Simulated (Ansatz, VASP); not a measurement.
**Two plane-wave programs on K3HF4**

```xyz
8
Lattice="3.4496 0.0000 0.0000 0.0000 3.5934 0.0000 0.0000 0.0000 11.5167" Properties=species:S:1:pos:R:3 pbc="T T T"
K     0.0000    0.0000    8.1296
K     0.0000    0.0000    3.3872
K     0.0000    1.7967    0.0000
H     1.7248    1.7967    5.7584
F     1.7248    0.0000    1.5424
F     1.7248    1.7967    4.6099
F     1.7248    0.0000    9.9744
F     1.7248    1.7967    6.9069
```

Change from the starting cell: species swapped into the AlCr3B4 type (Pmmm, No. 47).

Alike in both runs: functional PBE; k mesh 8 × 6 × 2; occupations gaussian, width 0.02 eV; no spin polarisation.

Ansatz relaxed the structure, and its values are those at the end. VASP's run is a single point on that final structure, the one shown.

|  | VASP | Ansatz |
| --- | --- | --- |
| version | VASP 6.6.1 | Ansatz 0.2.0 |
| potentials or method | VASP PAW PBE potentials, release 64 (K_sv, H, F), cutoff 520 eV | scalar-relativistic, plane waves, PAW |
| valence electrons in the cell | 56 | 56 |

Ansatz gave:

- gap on the k mesh at the Fermi level (eV): 4.90
- least direct gap on the mesh (eV): 4.98
- pressure (GPa): 0.0
- rms of the force components (eV/Å): 0.000

Problem. What did VASP give for the same quantities?

Solution. gap on the k mesh at the Fermi level (eV): 4.88; least direct gap on the mesh (eV): 4.96; pressure (GPa): 0.0; rms of the force components (eV/Å): 0.020.

The functional is the same, so the differences come from potentials, cutoffs and numerics.
